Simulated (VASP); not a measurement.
# InAu3 (P-6m2) in VASP: single point with LDA

Aim: the single point of InAu3 with LDA.

Everything below comes from runs of VASP 6.6.1. Logs are shortened: lines on timing, memory, paths and dates and some standing lists are left out, and cuts for length are marked.

**1. The cell of the first run**

It takes space group P-6m2 (No. 187, hexagonal). Conventional cell: a = 3.161 Å, b = 3.161 Å, c = 9.058 Å, α = 90.00°, β = 90.00°, γ = 120.00°. Within 3.8 Å of In (site symmetry -6m2) lie 6 Au at 2.90 Å and 6 In at 3.16 Å. Within 3.8 Å of Au (site symmetry -6m2) lie 12 Au at 2.92 to 3.16 Å. Au (site symmetry 3m) has 3 In at 2.90 Å and 9 Au at 2.92 to 3.16 Å within 3.8 Å.

**2. Single point, LDA**

The input, INCAR:

```
SYSTEM = InAu3
ALGO = Normal ; EDIFF = 1E-6
ENCUT = 500 ; GGA = CA
GGA_COMPAT = .False. ; ISIF = 2
ISMEAR = -1 ; LASPH = .True.
LCHARG = .True. ; LELF = .True.
LREAL = .False. ; LVHAR = .True.
LWAVE = .False. ; NBANDS = 31
NELM = 120 ; PREC = Accurate
SIGMA = 0.2
```

The input, KPOINTS:

```
k-points
0
Gamma
  10 10 3
  0 0 0
```

The input, POSCAR:

```
InAu3
1.0
    3.1605900000      0.0000000000      0.0000000000
   -1.5802950000      2.7371512309      0.0000000000
    0.0000000000      0.0000000000      9.0575750000
In Au
1 3
Direct
    0.6666666667      0.3333333333      0.0000000000
    0.6666666667      0.3333333333      0.5000000000
    0.3333333333      0.6666666667      0.2483950000
    0.3333333333      0.6666666667      0.7516050000
```

Potentials or basis: VASP PAW LDA potentials, release 64 (In_d, Au).

The run is started by

```sh
$ cat potpaw_LDA.64/In_d/POTCAR potpaw_LDA.64/Au/POTCAR > POTCAR
$ mpirun -np 1 vasp_std > vasp.out
```

OUTCAR:

```text
SYSTEM = InAu3
   EDIFF = 1E-6
   ENCUT = 500
   GGA = CA
   ISIF = 2
   ISMEAR = -1
   LASPH = .True.
   LREAL = .False.
   NELM = 120
   PREC = Accurate

 ion  position               nearest neighbor table
   1  0.667  0.333  0.000-   3 2.90   4 2.90   3 2.90   4 2.90   3 2.90   4 2.90
   2  0.667  0.333  0.500-   3 2.92   4 2.92   3 2.92   4 2.92   3 2.92   4 2.92
   3  0.333  0.667  0.248-   1 2.90   1 2.90   1 2.90   2 2.92   2 2.92   2 2.92
   4  0.333  0.667  0.752-   1 2.90   1 2.90   1 2.90   2 2.92   2 2.92   2 2.92

  LATTYP: Found a hexagonal cell.
 ALAT       =     3.1605900000
 C/A-ratio  =     2.8657861349

  Lattice vectors:

 A1 = (   3.1605900000,   0.0000000000,   0.0000000000)
 A2 = (  -1.5802950000,   2.7371512309,   0.0000000000)
 A3 = (   0.0000000000,   0.0000000000,   9.0575750000)

Analysis of symmetry for initial positions (statically):
=====================================================================
 Subroutine PRICEL returns:
 Original cell was already a primitive cell.

 Routine SETGRP: Setting up the symmetry group for a
 hexagonal supercell.

 Subroutine GETGRP returns: Found 12 space group operations
 (whereof 12 operations were pure point group operations)
 out of a pool of 24 trial point group operations.

The static configuration has the point symmetry D_3h.

Analysis of symmetry for dynamics (positions and initial velocities):
=====================================================================
 Subroutine PRICEL returns:
 Original cell was already a primitive cell.

 Routine SETGRP: Setting up the symmetry group for a
 hexagonal supercell.

 Subroutine GETGRP returns: Found 12 space group operations
 (whereof 12 operations were pure point group operations)
 out of a pool of 24 trial point group operations.

The dynamic configuration has the point symmetry D_3h.

 Subroutine INISYM returns: Found 12 space group operations
 (whereof 12 operations are pure point group operations),
 and found     1 'primitive' translations

----------------------------------------------------------------------------------------

                                     Primitive cell

  volume of cell :      78.3572

[... 86 lines left out ...]
   ISPIN  =      1    spin polarized calculation?
   LNONCOLLINEAR =      F non collinear calculations
   LSORBIT =      F    spin-orbit coupling
   LASPH  =      T    aspherical Exc in radial PAW
   ENCUT  =  500.0 eV  36.75 Ry    6.06 a.u.   5.76  5.76 16.51*2*pi/ulx,y,z
   NELM   =    120;   NELMIN=  2; NELMDL= -5     # of ELM steps
   EDIFF  = 0.1E-05   stopping-criterion for ELM
   LREAL  =      F    real-space projection
   EDIFFG = 0.1E-04   stopping-criterion for IOM
   NSW    =      0    number of steps for IOM
   IBRION =     -1    ionic relax: 0-MD 1-quasi-New 2-CG
   NFREE  =      0    steps in history (QN), initial steepest desc. (CG)
   ISIF   =      2    stress and relaxation
   ISYM   =      2    0-nonsym 1-usesym 2-fastsym
   POTIM  = 0.5000    time-step for ionic-motion
   TEBEG  =    0.0;   TEEND  =   0.0 temperature during run
   PSTRESS=    0.0 pullay stress
   NELECT =      46.0000    total number of electrons
   NUPDOWN=      -1.0000    fix difference up-down
   EMIN   =  10.00;   EMAX   =-10.00  energy-range for DOS
   EFERMI =   0.00;   METHOD = LEGACY
   ISMEAR =    -1;   SIGMA  =   0.20  broadening in eV -4-tet -1-fermi 0-gaus
   EFERMI_NEDOS =   21; number of points for ismear=-14 and -15
   IALGO  =     38    algorithm
   IMIX   =      4    mixing-type and parameters
     AMIX     =   0.40;   BMIX     =  1.00
     AMIX_MAG =   1.60;   BMIX_MAG =  1.00
  volume/ion in A,a.u.               =      19.59       132.20
  Fermi-wavevector in a.u.,A,eV,Ry     =   1.370780  2.590399 25.565867  1.879038
  Thomas-Fermi vector in A             =   2.496536
   LORBIT       =      0    0 simple, 1 ext, 2 COOP (PROOUT), +10 PAW based schemes
   GGA     = CA    functional components
   LHFCALC =     F    Hartree Fock is set to
   AEXX    =    0.0000 exact exchange contribution
   IVDW    =     0    specifies the selected vdW correction
   LEPSILON=     F    determine dielectric tensor
   LRPA    =     F    only Hartree local field effects (RPA)
 non-spin polarized calculation
  energy-cutoff  :      500.00
  volume of cell :       78.36
 maximum number of plane-waves:      2010
 NGX is ok and might be reduce to    24
   NGX = 11   NGY = 11   NGZ = 33

 number of electron      46.0000002 magnetization

 Free energy of the ion-electron system (eV)
  ---------------------------------------------------
  ext. energy  EPLUGINS =         0.00000000
  ---------------------------------------------------
  free energy    TOTEN  =       -16.39162476 eV

  energy without entropy =      -16.23667351  energy(sigma->0) =      -16.31414913

 E-fermi :   8.2489     XC(G=0): -12.1277

 val. band max:        8.2458075783   @ k =   0.4000   0.1000   0.0000
 cond. band min:       8.2812859015   @ k =   0.1000   0.0000   0.0000
 fundamental gap:      0.0354783232
 Fermi energy:         8.2488762525

 k-point     1 :       0.0000    0.0000    0.0000
  band No.  band energies     occupation
      1      -6.6959      2.00000
      2      -6.6616      2.00000
      3      -6.6616      2.00000
      4      -6.3403      2.00000
      5      -6.3403      2.00000
      6      -1.8595      2.00000
[... 805 lines left out ...]
     30      15.6132      0.00000
     31      17.2246      0.00000

 [... further k-points ...]

------------------------ aborting loop because EDIFF is reached ----------------------------------------

  FORCE on cell =-STRESS in cart. coord.  units (eV):
  Direction    XX          YY          ZZ          XY          YZ          ZX
  --------------------------------------------------------------------------------------
  -------------------------------------------------------------------------------------
  Total       -4.5779820     -4.5779820     -5.8422689     -0.0000000      0.0000000     -0.0000000
  in kB      -93.6064493    -93.6064493   -119.4574474     -0.0000000      0.0000000     -0.0000000
  external PRESSURE =    -102.2234487 kB  Pullay stress =       0.0000000 kB

 VOLUME and BASIS-vectors are now :
 -----------------------------------------------------------------------------
  energy-cutoff  :      500.00
  volume of cell :       78.36
      direct lattice vectors                 reciprocal lattice vectors
     3.160590000  0.000000000  0.000000000     0.316396622  0.182671675  0.000000000
    -1.580295000  2.737151231  0.000000000     0.000000000  0.365343350  0.000000000
     0.000000000  0.000000000  9.057575000     0.000000000  0.000000000  0.110404827

 POSITION                                       TOTAL-FORCE (eV/Angst)
 -----------------------------------------------------------------------------------
      1.58030      0.91238      0.00000        -0.000000      0.000000      0.000000
      1.58030      0.91238      4.52879         0.000000      0.000000      0.000000
     -0.00000      1.82477      2.24986         0.000000     -0.000000      0.223306
     -0.00000      1.82477      6.80772         0.000000     -0.000000     -0.223306
 -----------------------------------------------------------------------------------
    total drift:                                0.000000     -0.000000      0.000000

  FREE ENERGIE OF THE ION-ELECTRON SYSTEM (eV)
  ---------------------------------------------------
  free  energy   TOTEN  =       -16.3916247591 eV

  energy  without entropy=      -16.2366735067  energy(sigma->0) =      -16.31414913
```

OSZICAR:

```text
N       E                     dE             d eps       ncg     rms          rms(c)
DAV:   1     0.402315692424E+03    0.40232E+03   -0.21817E+04  1751   0.174E+03
DAV:   2     0.146344920873E+02   -0.38768E+03   -0.36014E+03  1866   0.440E+02
DAV:   3    -0.167820974179E+02   -0.31417E+02   -0.30280E+02  2031   0.119E+02
DAV:   4    -0.175891833397E+02   -0.80709E+00   -0.80597E+00  1918   0.183E+01
DAV:   5    -0.176162532765E+02   -0.27070E-01   -0.27065E-01  2631   0.360E+00    0.119E+01
DAV:   6    -0.164778979111E+02    0.11384E+01   -0.35611E+00  1946   0.135E+01    0.803E+00
DAV:   7    -0.164086890869E+02    0.69209E-01   -0.15849E-01  2292   0.423E+00    0.438E+00
DAV:   8    -0.163934773553E+02    0.15212E-01   -0.37926E-02  2393   0.158E+00    0.566E-01
DAV:   9    -0.163917167619E+02    0.17606E-02   -0.67016E-03  2130   0.983E-01    0.251E-01
DAV:  10    -0.163916335898E+02    0.83172E-04   -0.63769E-04  2144   0.259E-01    0.113E-01
DAV:  11    -0.163916270893E+02    0.65005E-05   -0.91089E-05  2299   0.662E-02    0.282E-02
DAV:  12    -0.163916252150E+02    0.18742E-05   -0.76017E-06  1948   0.199E-02    0.538E-03
DAV:  13    -0.163916247591E+02    0.45596E-06   -0.11728E-06  1213   0.107E-02
   1 F= -.16391625E+02 E0= -.16314149E+02  d E =-.154951E+00
```

stdout:

```text
POSCAR found type information on POSCAR InAu
 POSCAR found :  2 types and       4 ions
 scaLAPACK will be used
 LDA part: xc-table for (Slater(with rela. corr.)+CA(PZ))
 , standard interpolation
 POSCAR, INCAR and KPOINTS ok, starting setup
 FFT: planning ... GRIDC
 FFT: planning ... GRID_SOFT
 FFT: planning ... GRID
 WAVECAR not read
 entering main loop
```

Run time: 32 s. Hardware: 1 thread of Intel Xeon Platinum 8559C (Emerald Rapids), shared host; peak memory 0.2 GiB.

Results:

```
Free energy            : -16.3916 eV
Pressure               : -10.2 GPa
Largest force          : 0.223 eV/Å
Band gap on the k mesh : zero (bands 23 and 24 overlap by 3.14 eV)
```

Forces on the atoms (eV/Å):
```
In   0.000  0.000  0.000
Au   0.000  0.000  0.000
Au   0.000  0.000  0.223
Au   0.000  0.000 -0.223
```

Levels at points of the mesh, in eV from the Fermi level:
| k point | band 19 | band 20 | band 21 | band 22 | band 23 | band 24 | band 25 | band 26 | band 27 | band 28 |
| --- | --- | --- | --- | --- | --- | --- | --- | --- | --- | --- |
| (0.00, 0.00, 0.00) | -3.67 | -2.97 | -2.97 | -2.36 | -2.36 | -0.73 | 2.23 | 10.80 | 10.80 | 11.02 |
| (0.50, 0.00, 0.00) | -2.28 | -2.21 | -2.07 | -1.40 | -0.43 | 0.08 | 1.39 | 1.64 | 5.49 | 5.77 |

Caveat: the cell stands under tension; spin-orbit coupling is left out, which moves the levels of the heavy elements.
